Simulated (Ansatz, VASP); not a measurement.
**One calculation of Si4N, two programs**

```
CELL_PARAMETERS angstrom
1.41752 0.81841 8.88783
-1.41752 0.81841 8.88783
0.00000 -1.63681 8.88783
ATOMIC_POSITIONS crystal
Si 0.38278 0.38278 0.38278
Si 0.79091 0.79091 0.79091
Si 0.20909 0.20909 0.20909
Si 0.61722 0.61722 0.61722
N 0.00000 0.00000 0.00000
```

Change from the starting cell: species swapped into the RuRh4 type (R-3m, No. 166).

Alike in both runs: functional PBE; k mesh 18 × 18 × 18; occupations gaussian, width 0.1 eV; no spin polarisation.

Ansatz relaxed the structure, and its values are those at the end. VASP's run is a single point on that final structure, the one shown.

```csv
,VASP,Ansatz
version,VASP 6.6.1,Ansatz 0.2.0
potentials or method,"VASP PAW PBE potentials, release 64 (Si, N), cutoff 520 eV","scalar-relativistic, plane waves, PAW"
valence electrons in the cell,21,21
```

```csv
,VASP,Ansatz,Ansatz less VASP
gap on the k mesh at the Fermi level (eV),none,none,-
pressure (GPa),0.0,0.0,0.00
```

A gap of «none» marks a metal or a gap that the smearing closes.
